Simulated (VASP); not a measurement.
Tl: single point with LDA

Crystal: Tl.

```
Tl
1.0
     3.36120    0.00000    0.00000
    -1.68060    2.91088    0.00000
     0.00000    0.00000    5.35210
Tl
2
Direct
  0.33333 0.66667 0.25000
  0.66667 0.33333 0.75000
```

| Item | Value |
| --- | --- |
| Program | VASP 6.6.1 |
| Task | single point |
| Functional | LDA |
| Potentials or basis | VASP PAW LDA potentials, release 64 (Tl_d) |
| Cutoff | 520 eV |
| k mesh | 16 × 16 × 10 |
| Occupations | fermi-dirac, width 0.1 eV |
| Spin | no spin polarisation |
| Dipole correction | no |
| Further INCAR settings | ALGO = Normal; EDIFF = 1e-06; NBANDS = 20 |

```json
{
  "Pressure": "2.1 GPa",
  "Band gap on the k mesh": "zero (bands 13 and 14 overlap by 6.48 eV)"
}
```

Stress tensor (GPa, compression positive):
```
2.09 0.00 0.00
0.00 2.09 0.00
0.00 0.00 2.18
```

Levels at points of the mesh, in eV from the Fermi level:
```csv
k point,band 9,band 10,band 11,band 12,band 13,band 14,band 15,band 16,band 17,band 18
"(0.00, 0.00, 0.00)",-11.08,-11.08,-10.72,-5.05,-3.24,8.45,8.45,10.46,10.75,10.75
"(0.50, 0.00, 0.00)",-11.02,-11.02,-5.92,-4.90,-0.57,0.48,1.32,3.93,4.03,8.68
"(0.00, 0.00, 0.50)",-11.22,-11.22,-9.13,-9.13,3.70,3.70,9.50,9.50,9.50,9.50
"(0.50, 0.00, 0.50)",-11.04,-11.04,-4.71,-4.71,-2.61,-2.61,5.81,5.81,6.59,6.59
```

It took 2.2 min on 1 thread of Oxide Virtual Turin-like Processor (shared host), peak memory 0.24 GiB.

Caveat: spin-orbit coupling is left out, which moves the levels of the heavy elements.
